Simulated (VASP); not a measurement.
Write the native input for VASP 6.6.1 that does the following.

```
Task                   : single point
Functional             : r2SCAN
Potentials or basis    : VASP PAW PBE potentials, release 64 (Bi_d, Te)
Cutoff                 : 520 eV
k mesh                 : 12 × 12 × 12
Occupations            : gaussian, width 0.15 eV
Spin                   : no spin polarisation
Dipole correction      : no
Further INCAR settings : ALGO = Normal; EDIFF = 1e-07; NBANDS = 18
```

The system is BiTe.

```
Bi Te
1.0
     2.27986    1.31628    3.74603
    -2.27986    1.31628    3.74603
     0.00000   -2.63255    3.74603
Bi Te
1 1
Direct
  0.50000 0.50000 0.50000
  0.00000 0.00000 0.00000
```

This cell differs from its parent crystal: ratio of the length along z to the lengths across it x 1.2, volume and fractional coordinates fixed.

The input as run:

POSCAR

```
BiTe
1.0
    2.2798553017      1.3162750721      3.7460294970
   -2.2798553017      1.3162750721      3.7460294970
    0.0000000000     -2.6325501443      3.7460294970
Bi Te
1 1
Direct
    0.5000000000      0.5000000000      0.5000000000
    0.0000000000      0.0000000000      0.0000000000
```

INCAR.step1

```
  PREC = Accurate
  ENCUT = 520
  ISMEAR = 0
  SIGMA = 0.15
  LREAL = False
  LASPH = True
  NELM = 100
  NBANDS = 18
  GGA = PE
  ALGO = Normal
  EDIFF = 1E-4
  LWAVE = True
  LCHARG = False
```

INCAR.step2

```
  PREC = Accurate
  ENCUT = 520
  EDIFF = 1E-7
  ISMEAR = 0
  SIGMA = 0.15
  LREAL = False
  LASPH = True
  NELM = 100
  ALGO = Normal
  ISIF = 2
  LWAVE = False
  LCHARG = False
  METAGGA = R2SCAN
  LMIXTAU = True
  NBANDS = 18
  ISTART = 1
```

KPOINTS

```
regular mesh
0
Gamma
  12 12 12
```

Potentials or basis: VASP PAW PBE potentials, release 64 (Bi_d, Te).

The run is started by

```console
$ cat potpaw_PBE.64/Bi_d/POTCAR potpaw_PBE.64/Te/POTCAR > POTCAR
$ cp INCAR.step1 INCAR
$ mpirun -np 1 vasp_std > vasp.out
$ cp INCAR.step2 INCAR
$ mpirun -np 1 vasp_std > vasp.out
```

Results of the run:

```
Pressure               : 0.1 GPa
Band gap on the k mesh : zero (an odd number of electrons rules out a gap without spin polarisation)
```

Caveat: the PAW data sets were made with another functional, which shifts forces and pressure a little; spin-orbit coupling is left out, which moves the levels of the heavy elements.

Run time: 12 min on 1 thread of Intel Xeon 8259CL, on a shared host, peak memory 0.38 GiB.
